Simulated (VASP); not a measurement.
# HgTe (rocksalt type) (Fm-3m) in VASP: notebook

Runs on HgTe (rocksalt type). Level: PBE. Tasks: single point.

Everything below comes from runs of VASP 6.6.1. Logs are shortened: lines on timing, memory, paths and dates and some standing lists are left out, and cuts for length are marked.

## 1. The cell of the first run

It takes space group Fm-3m (No. 225, cubic). The conventional cell has a = 5.844 Å, b = 5.844 Å, c = 5.844 Å, α = 90.00°, β = 90.00°, γ = 90.00°. Hg (site symmetry m-3m) has 6 Te at 2.92 Å within 3.8 Å. Te (site symmetry m-3m) has 6 Hg at 2.92 Å within 3.8 Å.

## 2. Single point, PBE (24.95 Å³/atom)

Input file INCAR:

```
SYSTEM = HgTe
PREC = Accurate
ENCUT = 520
EDIFF = 1E-6
ISMEAR = -1
SIGMA = 0.05
LREAL = .FALSE.
LASPH = .TRUE.
NELM = 100
ALGO = Normal
ISIF = 2
LWAVE = .FALSE.
LCHARG = .FALSE.
GGA = PE
NBANDS = 16
```

Input file KPOINTS:

```
Automatic mesh
0
G
  12 12 12
  0 0 0
```

Input file POSCAR:

```
HgTe
1.0
    0.0000000000      2.9220750868      2.9220750868
    2.9220750868      0.0000000000      2.9220750868
    2.9220750868      2.9220750868      0.0000000000
Hg Te
1 1
Direct
    0.0000000000      0.0000000000      0.0000000000
    0.5000000000      0.5000000000      0.5000000000
```

Potentials or basis: VASP PAW PBE potentials, release 64 (Hg, Te).

On the command line:

```sh
$ cat potpaw_PBE.64/Hg/POTCAR potpaw_PBE.64/Te/POTCAR > POTCAR
$ mpirun -np 1 vasp_std > vasp.out
```

OUTCAR:

```text
SYSTEM = HgTe
   PREC = Accurate
   ENCUT = 520
   EDIFF = 1E-6
   ISMEAR = -1
   LREAL = .FALSE.
   LASPH = .TRUE.
   NELM = 100
   ISIF = 2
   GGA = PE

 ion  position               nearest neighbor table
   1  0.000  0.000  0.000-   2 2.92   2 2.92   2 2.92   2 2.92   2 2.92   2 2.92
   2  0.500  0.500  0.500-   1 2.92   1 2.92   1 2.92   1 2.92   1 2.92   1 2.92

  LATTYP: Found a face centered cubic cell.
 ALAT       =     5.8441501736

  Lattice vectors:

 A1 = (   0.0000000000,   2.9220750868,   2.9220750868)
 A2 = (   2.9220750868,   0.0000000000,   2.9220750868)
 A3 = (   2.9220750868,   2.9220750868,   0.0000000000)

Analysis of symmetry for initial positions (statically):
=====================================================================
 Subroutine PRICEL returns:
 Original cell was already a primitive cell.

 Routine SETGRP: Setting up the symmetry group for a
 face centered cubic supercell.

 Subroutine GETGRP returns: Found 48 space group operations
 (whereof 48 operations were pure point group operations)
 out of a pool of 48 trial point group operations.

The static configuration has the point symmetry O_h .

Analysis of symmetry for dynamics (positions and initial velocities):
=====================================================================
 Subroutine PRICEL returns:
 Original cell was already a primitive cell.

 Routine SETGRP: Setting up the symmetry group for a
 face centered cubic supercell.

 Subroutine GETGRP returns: Found 48 space group operations
 (whereof 48 operations were pure point group operations)
 out of a pool of 48 trial point group operations.

The dynamic configuration has the point symmetry O_h .

 Subroutine INISYM returns: Found 48 space group operations
 (whereof 48 operations are pure point group operations),
 and found     1 'primitive' translations

----------------------------------------------------------------------------------------

                                     Primitive cell

  volume of cell :      49.9004

  direct lattice vectors                    reciprocal lattice vectors
     0.000000000  2.922075087  2.922075087    -0.171111277  0.171111277  0.171111277
     2.922075087  0.000000000  2.922075087     0.171111277 -0.171111277  0.171111277
     2.922075087  2.922075087  0.000000000     0.171111277  0.171111277 -0.171111277

  length of vectors
     4.132438218  4.132438218  4.132438218     0.296373426  0.296373426  0.296373426

[... 79 lines left out ...]
   NELM   =    100;   NELMIN=  2; NELMDL= -5     # of ELM steps
   EDIFF  = 0.1E-05   stopping-criterion for ELM
   LREAL  =      F    real-space projection
   EDIFFG = 0.1E-04   stopping-criterion for IOM
   NSW    =      0    number of steps for IOM
   IBRION =     -1    ionic relax: 0-MD 1-quasi-New 2-CG
   NFREE  =      0    steps in history (QN), initial steepest desc. (CG)
   ISIF   =      2    stress and relaxation
   ISYM   =      2    0-nonsym 1-usesym 2-fastsym
   POTIM  = 0.5000    time-step for ionic-motion
   TEBEG  =    0.0;   TEEND  =   0.0 temperature during run
   PSTRESS=    0.0 pullay stress
   NELECT =      18.0000    total number of electrons
   NUPDOWN=      -1.0000    fix difference up-down
   EMIN   =  10.00;   EMAX   =-10.00  energy-range for DOS
   EFERMI =   0.00;   METHOD = LEGACY
   ISMEAR =    -1;   SIGMA  =   0.05  broadening in eV -4-tet -1-fermi 0-gaus
   EFERMI_NEDOS =   21; number of points for ismear=-14 and -15
   IALGO  =     38    algorithm
   IMIX   =      4    mixing-type and parameters
     AMIX     =   0.40;   BMIX     =  1.00
     AMIX_MAG =   1.60;   BMIX_MAG =  1.00
  volume/ion in A,a.u.               =      24.95       168.37
  Fermi-wavevector in a.u.,A,eV,Ry     =   1.165371  2.202232 18.477938  1.358090
  Thomas-Fermi vector in A             =   2.301898
   LORBIT       =      0    0 simple, 1 ext, 2 COOP (PROOUT), +10 PAW based schemes
   GGA     = PE    functional components
   LHFCALC =     F    Hartree Fock is set to
   AEXX    =    0.0000 exact exchange contribution
   IVDW    =     0    specifies the selected vdW correction
   LEPSILON=     F    determine dielectric tensor
   LRPA    =     F    only Hartree local field effects (RPA)
 non-spin polarized calculation
  energy-cutoff  :      520.00
  volume of cell :       49.90
 maximum number of plane-waves:      1363
   NGX = 15   NGY = 15   NGZ = 15

 number of electron      18.0000001 magnetization

 Free energy of the ion-electron system (eV)
  ---------------------------------------------------
  ext. energy  EPLUGINS =         0.00000000
  ---------------------------------------------------
  free energy    TOTEN  =        -3.11346499 eV

  energy without entropy =       -3.10397077  energy(sigma->0) =       -3.10871788

 E-fermi :   5.9154     XC(G=0): -10.5022

 val. band max:        5.9092877274   @ k =   0.4167   0.2500   0.0000
 cond. band min:       5.9566922182   @ k =   0.3333   0.0000   0.0000
 fundamental gap:      0.0474044907
 Fermi energy:         5.9154256047

 k-point     1 :       0.0000    0.0000    0.0000
  band No.  band energies     occupation
      1      -7.0885      2.00000
      2      -1.3163      2.00000
      3      -1.3163      2.00000
      4      -1.2530      2.00000
      5      -1.2530      2.00000
      6      -1.2530      2.00000
[... 433 lines left out ...]
      3      -1.7265      2.00000
      4      -1.5087      2.00000
      5      -1.0143      2.00000
      6      -0.9761      2.00000
[... 8 lines left out ...]
     15      16.3117      0.00000
     16      17.0738      0.00000

 [... further k-points ...]

------------------------ aborting loop because EDIFF is reached ----------------------------------------

  FORCE on cell =-STRESS in cart. coord.  units (eV):
  Direction    XX          YY          ZZ          XY          YZ          ZX
  --------------------------------------------------------------------------------------
  -------------------------------------------------------------------------------------
  Total        3.3117593      3.3117593      3.3117593      0.0000000      0.0000000      0.0000000
  in kB      106.3323079    106.3323079    106.3323079      0.0000000      0.0000000      0.0000000
  external PRESSURE =     106.3323079 kB  Pullay stress =       0.0000000 kB

 VOLUME and BASIS-vectors are now :
 -----------------------------------------------------------------------------
  energy-cutoff  :      520.00
  volume of cell :       49.90
      direct lattice vectors                 reciprocal lattice vectors
     0.000000000  2.922075087  2.922075087    -0.171111277  0.171111277  0.171111277
     2.922075087  0.000000000  2.922075087     0.171111277 -0.171111277  0.171111277
     2.922075087  2.922075087  0.000000000     0.171111277  0.171111277 -0.171111277

 POSITION                                       TOTAL-FORCE (eV/Angst)
 -----------------------------------------------------------------------------------
      0.00000      0.00000      0.00000         0.000000     -0.000000      0.000000
      2.92208      2.92208      2.92208         0.000000      0.000000     -0.000000
 -----------------------------------------------------------------------------------
    total drift:                                0.000000     -0.000000     -0.000000

  FREE ENERGIE OF THE ION-ELECTRON SYSTEM (eV)
  ---------------------------------------------------
  free  energy   TOTEN  =        -3.1134649890 eV

  energy  without entropy=       -3.1039707690  energy(sigma->0) =       -3.10871788
```

stdout:

```text
POSCAR found type information on POSCAR HgTe
 POSCAR found :  2 types and       2 ions
 scaLAPACK will be used
 LDA part: xc-table for (Slater+PW92), standard interpolation
 POSCAR, INCAR and KPOINTS ok, starting setup
 FFT: planning ... GRIDC
 FFT: planning ... GRID_SOFT
 FFT: planning ... GRID
 WAVECAR not read
 entering main loop
```

It took 70 s on 1 thread of Intel Xeon 8259CL, shared host; peak memory 0.21 GiB.

Results:

* Free energy: -3.1135 eV
* Pressure: 10.6 GPa
* Band gap on the k mesh: zero (bands 9 and 10 overlap by 3.24 eV)

Levels at points of the mesh, in eV from the Fermi level:
```
           k point  band 6  band 7  band 8  band 9  band 10  band 11  band 12  band 13
(0.00, 0.00, 0.00)   -7.17   -0.88   -0.88   -0.88    -0.33     7.74     7.74     7.74
(0.50, 0.00, 0.00)   -6.93   -6.04    0.45    0.45     2.50     3.78     3.78     4.37
(0.50, 0.50, 0.00)   -5.98   -5.15   -2.91   -2.79    -2.79     4.68     9.91     9.91
```

Caveat: the cell stands under pressure; spin-orbit coupling is left out, which moves the levels of the heavy elements.

## 3. Single point, PBE

This run uses another cell than the first one, of 25.05 Å³/atom.

Input file INCAR:

```
PREC = Accurate
ENCUT = 520
EDIFF = 1E-6
ISMEAR = -1
SIGMA = 0.05
LREAL = F
LASPH = T
NELM = 60
ALGO = Normal
ISIF = 2
LWAVE = F
LCHARG = F
GGA = PE
NBANDS = 16
```

Input file KPOINTS:

```
Automatic mesh
0
Gamma
  12 12 12
```

Input file POSCAR:

```
HgTe
1.0
    0.0000000000      2.9261219921      2.9261219921
    2.9261219921      0.0000000000      2.9261219921
    2.9261219921      2.9261219921      0.0000000000
Hg Te
1 1
Direct
    0.0000000000      0.0000000000      0.0000000000
    0.5000000000      0.5000000000      0.5000000000
```

Potentials or basis: VASP PAW PBE potentials, release 64 (Hg, Te).

On the command line:

```sh
$ cat potpaw_PBE.64/Hg/POTCAR potpaw_PBE.64/Te/POTCAR > POTCAR
$ mpirun -np 1 vasp_std > vasp.out
```

OUTCAR:

```text
PREC = Accurate
   ENCUT = 520
   EDIFF = 1E-6
   ISMEAR = -1
   LREAL = F
   LASPH = T
   NELM = 60
   ISIF = 2
   GGA = PE

 ion  position               nearest neighbor table
   1  0.000  0.000  0.000-   2 2.93   2 2.93   2 2.93   2 2.93   2 2.93   2 2.93
   2  0.500  0.500  0.500-   1 2.93   1 2.93   1 2.93   1 2.93   1 2.93   1 2.93

  LATTYP: Found a face centered cubic cell.
 ALAT       =     5.8522439842

  Lattice vectors:

 A1 = (   0.0000000000,   2.9261219921,   2.9261219921)
 A2 = (   2.9261219921,   0.0000000000,   2.9261219921)
 A3 = (   2.9261219921,   2.9261219921,   0.0000000000)

Analysis of symmetry for initial positions (statically):
=====================================================================
 Subroutine PRICEL returns:
 Original cell was already a primitive cell.

 Routine SETGRP: Setting up the symmetry group for a
 face centered cubic supercell.

 Subroutine GETGRP returns: Found 48 space group operations
 (whereof 48 operations were pure point group operations)
[... 155 lines left out ...]
 Free energy of the ion-electron system (eV)
  ---------------------------------------------------
  ext. energy  EPLUGINS =         0.00000000
  ---------------------------------------------------
  free energy    TOTEN  =        -3.12704395 eV

  energy without entropy =       -3.11756757  energy(sigma->0) =       -3.12230576

 E-fermi :   5.8621     XC(G=0): -10.4815

 val. band max:        5.8590864991   @ k =   0.4167   0.2500   0.0000
 cond. band min:       5.9020077324   @ k =   0.3333   0.0000   0.0000
 fundamental gap:      0.0429212333
 Fermi energy:         5.8621452579

 k-point     1 :       0.0000    0.0000    0.0000
  band No.  band energies     occupation
      1      -7.1063      2.00000
      2      -1.3499      2.00000
      3      -1.3499      2.00000
      4      -1.2867      2.00000
      5      -1.2867      2.00000
      6      -1.2867      2.00000
[... 433 lines left out ...]
      3      -1.7559      2.00000
      4      -1.5391      2.00000
      5      -1.0506      2.00000
      6      -1.0130      2.00000
[... 8 lines left out ...]
     15      16.2526      0.00000
     16      17.0063      0.00000

 [... further k-points ...]
[... 5 lines left out ...]
  --------------------------------------------------------------------------------------
  -------------------------------------------------------------------------------------
  Total        3.1989396      3.1989396      3.1989396      0.0000000     -0.0000000     -0.0000000
  in kB      102.2843875    102.2843875    102.2843875      0.0000000     -0.0000000     -0.0000000
  external PRESSURE =     102.2843875 kB  Pullay stress =       0.0000000 kB

 VOLUME and BASIS-vectors are now :
 -----------------------------------------------------------------------------
  energy-cutoff  :      520.00
  volume of cell :       50.11
      direct lattice vectors                 reciprocal lattice vectors
     0.000000000  2.926121992  2.926121992    -0.170874626  0.170874626  0.170874626
     2.926121992  0.000000000  2.926121992     0.170874626 -0.170874626  0.170874626
     2.926121992  2.926121992  0.000000000     0.170874626  0.170874626 -0.170874626

 POSITION                                       TOTAL-FORCE (eV/Angst)
 -----------------------------------------------------------------------------------
      0.00000      0.00000      0.00000        -0.000000     -0.000000      0.000000
      2.92612      2.92612      2.92612         0.000000      0.000000     -0.000000
 -----------------------------------------------------------------------------------
    total drift:                                0.000000     -0.000000     -0.000000

  FREE ENERGIE OF THE ION-ELECTRON SYSTEM (eV)
  ---------------------------------------------------
  free  energy   TOTEN  =        -3.1270439542 eV

  energy  without entropy=       -3.1175675725  energy(sigma->0) =       -3.12230576
```

stdout:

```text
POSCAR found type information on POSCAR HgTe
 POSCAR found :  2 types and       2 ions
 scaLAPACK will be used
 LDA part: xc-table for (Slater+PW92), standard interpolation
 POSCAR, INCAR and KPOINTS ok, starting setup
 FFT: planning ... GRIDC
 FFT: planning ... GRID_SOFT
 FFT: planning ... GRID
 WAVECAR not read
 entering main loop
```

Run time: 69 s. Hardware: 1 thread of Intel Xeon 8259CL, shared host; peak memory 0.22 GiB.

Results:

```
Free energy            : -3.1270 eV
Pressure               : 10.2 GPa
Band gap on the k mesh : zero (bands 9 and 10 overlap by 3.21 eV)
```

Caveat: the cell stands under pressure; spin-orbit coupling is left out, which moves the levels of the heavy elements.

## 4. Single point, PBE

This run uses another cell than the first one, of 29.01 Å³/atom.

Input file INCAR:

```
PREC     = Accurate       # precision mode
ENCUT    = 520            # plane-wave cutoff, eV
EDIFF    = 1E-7           # SCF threshold, eV
ISMEAR   = -1             # smearing method
SIGMA    = 0.05           # smearing width, eV
LREAL    = False          # projectors in reciprocal space
LASPH    = True           # aspherical terms in the spheres
NELM     = 60             # most SCF steps
ALGO     = Normal         # electronic algorithm
ISIF     = 2              # what is computed and relaxed
LWAVE    = False          # write WAVECAR
LCHARG   = False          # write CHGCAR
GGA      = PE             # functional
NBANDS   = 16             # bands
```

KPOINTS is that of step 3.

Input file POSCAR:

```
HgTe
1.0
    0.0000000000      3.0727358056      3.0727358056
    3.0727358056      0.0000000000      3.0727358056
    3.0727358056      3.0727358056      0.0000000000
Hg Te
1 1
Direct
    0.0000000000      0.0000000000      0.0000000000
    0.5000000000      0.5000000000      0.5000000000
```

On the command line:

```sh
$ cat potpaw_PBE.64/Hg/POTCAR potpaw_PBE.64/Te/POTCAR > POTCAR
$ mpirun -np 1 vasp_std > vasp.out
```

It took 77 s on 1 thread of Intel Xeon 8259CL, shared host; peak memory 0.22 GiB.

The run converged. Its results:

- Free energy: -3.3474 eV
- Pressure: 0.1 GPa
- Band gap on the k mesh: zero (bands 9 and 10 overlap by 2.43 eV)

Levels at points of the mesh, in eV from the Fermi level:
```tsv
k point	band 6	band 7	band 8	band 9	band 10	band 11	band 12	band 13
(0.00, 0.00, 0.00)	-6.54	-1.02	-0.64	-0.64	-0.64	7.65	7.65	7.65
(0.50, 0.00, 0.00)	-6.39	-5.39	0.28	0.28	2.69	3.59	4.02	4.02
(0.50, 0.50, 0.00)	-5.77	-4.08	-2.69	-2.15	-2.15	4.91	9.06	9.06
```

Caveat: spin-orbit coupling is left out, which moves the levels of the heavy elements.

## 5. Summary

```tsv
cell	gap on the mesh (eV)	pressure (GPa)
a = 4.132 Å, angles 60.0°, 2 atoms	none	10.6
a = 4.138 Å, angles 60.0°, 2 atoms	none	10.2
a = 4.346 Å, angles 60.0°, 2 atoms	none	0.1
```

Alike in all rows: task single point; level PBE; potentials or basis VASP PAW PBE potentials, release 64 (Hg, Te); no spin polarisation; k mesh 12 × 12 × 12; cutoff (eV) 520; smearing fermi-dirac 0.05 eV.

Caveats: spin-orbit coupling is left out, which moves the levels of the heavy elements; the cell stands under pressure (at least some runs).

Total energies depend on the potentials used, so only differences within one code and one set of settings carry meaning.
